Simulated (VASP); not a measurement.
Wanted: the native input for a VASP 6.6.1 run.

```yaml
Task: single point
Functional: PBE
Potentials_or_basis: VASP PAW PBE potentials, release 64 (C, H, F)
Cutoff: 520 eV
k_mesh: 1 × 1 × 1
Occupations: fermi-dirac, width 0.02 eV
Spin: no spin polarisation
Dipole_correction: no
Further_INCAR_settings: LREAL = Auto; ALGO = Normal; EDIFF = 1e-07; NBANDS = 108
```

The structure of H2C3F4 lies in POSCAR:

```
H2C3F4
1.0
    9.7681020000     -0.3221130000     -0.5753170000
   -0.3221130000      9.4648260000      0.0735940000
   -0.5753170000      0.0735940000      9.1370070000
C H F
12 8 16
Direct
    0.2104849993      0.2676688843      0.6598437294
    0.0939785037      0.3055716422      0.6439284977
    0.6153420475      0.1702778269      0.0076048223
    0.6233326143      0.0509554744      0.0094958702
    0.7804430941      0.5787653887      0.6994750600
    0.6634978210      0.5414728042      0.6627632469
    0.7710820099      0.2490758106      0.4282459347
    0.8578746996      0.2098253175      0.3542744374
    0.1097665252      0.6863049689      0.7337569754
    0.6473214780      0.6268894608      0.2392993403
    0.5861081630      0.9671799046      0.5884114297
    0.2084348606      0.3858715862      0.0996298115
    0.0590179727      0.4194764131      0.5834605463
    0.2741512084      0.2124399488      0.6101111168
    0.6261288805     -0.0452722086     -0.0261185800
    0.6057476942      0.2802409748     -0.0028923156
    0.5637047793      0.4940095525      0.6027961677
    0.8747701267      0.6311569086      0.7172393283
    0.9194595821      0.1808607835      0.2616251098
    0.7210618197      0.3062538887      0.5085145140
    0.1269827301      0.5545067177      0.8097560783
    0.1057143842      0.6670282510      0.5876245914
    0.0126078247      0.7516172249      0.7763525822
    0.2465870712      0.7608837177      0.7799128596
    0.7798948901      0.5778970719      0.2462028355
    0.6107610630      0.6351622351      0.3714167115
    0.6611442503      0.7626838589      0.1928573077
    0.5599125808      0.5409002228      0.1471401100
    0.6600192894      1.0393373826      0.6977921022
    0.6541024732      0.9445417230      0.4751997748
    0.5202614952      0.8469585232      0.6395621911
    0.4981486229      1.0791098313      0.5445193773
    0.1552890096      0.5079437117      0.1198706313
    0.2628725683      0.3447622079      0.2358937262
    0.0982180542      0.2877997085      0.0524927019
    0.2878122748      0.3947040600     -0.0013204057
```

One way to write it, as run:

INCAR

```
SYSTEM = H2C3F4
PREC = Accurate
ENCUT = 520
EDIFF = 1E-7
ISMEAR = -1
SIGMA = 0.02
LREAL = Auto
LASPH = .TRUE.
NELM = 60
ALGO = Normal
ISIF = 2
LWAVE = .FALSE.
LCHARG = .FALSE.
GGA = PE
NBANDS = 108
```

KPOINTS

```
Automatic mesh
0
G
  1 1 1
  0 0 0
```

Potentials or basis: VASP PAW PBE potentials, release 64 (C, H, F).

The run is started by

```console
$ cat potpaw_PBE.64/C/POTCAR potpaw_PBE.64/H/POTCAR potpaw_PBE.64/F/POTCAR > POTCAR
$ mpirun -np 1 vasp_gam > vasp.out
```

It gave:

```
Pressure               : 0.7 GPa
Largest force          : 8.251 eV/Å
Band gap on the k mesh : 4.56 eV
```

Caveat: the k points lie up to 0.69 Å⁻¹ apart; the atoms stand as in a frame of molecular dynamics.

Wall time 4.1 min on 1 thread of Oxide Virtual Turin-like Processor, on a shared host, peak memory 0.72 GiB.
